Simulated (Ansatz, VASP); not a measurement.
Hg in VASP and in Ansatz

Contents of INCAR:

```
PREC = Accurate
ENCUT = 520
EDIFF = 1E-8
ISMEAR = -1
SIGMA = 0.05
LREAL = F
LASPH = T
NELM = 80
ALGO = Normal
ISIF = 2
LWAVE = F
LCHARG = F
GGA = PE
LEFG = T
NBANDS = 19
```

File KPOINTS:

```
regular mesh
0
Gamma
  8 8 8
```

POSCAR

```
Hg
1.0
    0.0000000000      3.3303445432      3.3303445432
    3.3303445432      0.0000000000      3.3303445432
    3.3303445432      3.3303445432      0.0000000000
Hg
2
Direct
   -0.2150000000     -0.0950000000     -0.0950000000
    0.2150000000      0.0950000000      0.0950000000
```

Input for Ansatz:

```yaml
crystal:
  lattice:
    - [0.0, 3.3303445432, 3.3303445432]
    - [3.3303445432, 0.0, 3.3303445432]
    - [3.3303445432, 3.3303445432, 0.0]
  atoms:
    - { symbol: Hg, position: [-0.215, -0.095, -0.095] }
    - { symbol: Hg, position: [0.215, 0.095, 0.095] }
kpoints:
  mp_grid: { grid: [8, 8, 8] }
scf:
  occupations: { method: fermi_dirac, width: 0.05 }
hamiltonian:
  xc: pbe
  pseudopotentials: { kind: paw }
output:
  forces: true
  stress: true
  eigenvalues: true
  efg: { contact_densities: true }
  populations: true
```

Change from the starting cell: shortest bond scaled by 0.76, PAW files.

Alike in both runs: task electric field gradients; functional PBE; k mesh 8 × 8 × 8; occupations fermi-dirac, width 0.05 eV; no spin polarisation.

```csv
,VASP,Ansatz
version,VASP 6.6.1,Ansatz 0.2.0
potentials or method,"VASP PAW PBE potentials, release 64 (Hg)","PAW with Ansatz's default frozen-core files, scalar-relativistic"
plane-wave cutoff (eV),520,420
valence electrons in the cell,24,40
```

```tsv
	VASP	Ansatz	Ansatz less VASP
pressure (GPa)	17.5	16.3	-1.19
traceless stress, the component that is largest in VASP (GPa)	-19.39	-18.17	+1.223
rms of the force components (eV/Å)	6.918	6.477	-0.4409
size of Vzz on the site where it differs most (V/Å²)	542.7	353.2	-189.49
```

Atom by atom the forces differ by 0.441 eV/Å (rms over components). VASP's potentials hold 24 valence electrons a cell and Ansatz's 40, so a difference there can come from the potentials and not from the codes.

Spin-orbit coupling is off throughout.
